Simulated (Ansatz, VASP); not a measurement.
W: VASP beside Ansatz

```
W
1.0
     0.00000   -2.03000   -2.03000
     0.00000    2.03000   -2.03000
     4.06000    0.00000    0.00000
W
2
Cartesian
  2.0800 0.0000 -2.0300
  -0.0500 0.0000 0.0000
```

Change from the starting cell: mode 6 (205.5 1/cm) frozen in, largest displacement +0.050 Å.

Alike in both runs: task single point; functional r2SCAN; k mesh 16 × 16 × 12; occupations gaussian, width 0.15 eV; no spin polarisation.

```csv
,VASP,Ansatz
version,VASP 6.6.1,Ansatz 0.2.0
potentials or method,"VASP PAW PBE potentials, release 64 (W_sv), cutoff 550 eV","scalar-relativistic, plane waves, PAW"
valence electrons in the cell,28,28
```

VASP gave:

- gap on the k mesh at the Fermi level (eV): none
- pressure (GPa): -6.8
- traceless stress, the component that is largest in VASP (GPa): -3.60
- rms of the force components (eV/Å): 0.790

Problem. What did Ansatz give for the same quantities?

Solution. gap on the k mesh at the Fermi level (eV): none; pressure (GPa): -7.7; traceless stress, the component that is largest in VASP (GPa): -3.55; rms of the force components (eV/Å): 0.781.

VASP's potentials were made for PBE, not for r2SCAN. Atom by atom the forces differ by 0.008 eV/Å (rms over components). A gap of «none» marks a metal or a gap that the smearing closes.

Spin-orbit coupling is off throughout.
